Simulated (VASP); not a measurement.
A run of VASP 6.6.1 is set up as follows.

Contents of INCAR:

```
SYSTEM = RbBr
  PREC = Accurate
  ENCUT = 500
  EDIFF = 1E-6
  ISMEAR = 0
  SIGMA = 0.1
  LREAL = .False.
  LASPH = .True.
  NELM = 120
  ALGO = Normal
  ISIF = 2
  LWAVE = .False.
  LCHARG = .True.
  GGA = PE
  LELF = .True.
  LVHAR = .True.
  ISYM = 0
  NBANDS = 15
  GGA_COMPAT = .False.
```

KPOINTS

```
Automatic mesh
0
Gamma
  2 2 2
  0 0 0.5
```

POSCAR

```
RbBr
1.0
    4.1260773000      0.0000000000      0.0000000000
    0.0000000000      4.1260773000      0.0000000000
    0.0000000000      0.0000000000      4.1260773000
Rb Br
1 1
Direct
    0.0000000000      0.0000000000      0.0000000000
    0.5000000000      0.5000000000      0.5000000000
```

Potentials or basis: VASP PAW PBE potentials, release 64 (Rb_sv, Br).

Launch:

```sh
$ cat potpaw_PBE.64/Rb_sv/POTCAR potpaw_PBE.64/Br/POTCAR > POTCAR
$ mpirun -np 1 vasp_std > vasp.out
```

What does it give for the pressure?

1.0 GPa.

What does it give for the band gap on the k mesh?

5.47 eV, indirect (least direct gap 5.54 eV).

Caveat: the k points lie up to 0.76 Å⁻¹ apart. As with any semilocal functional, this PBE gap is likely too small.
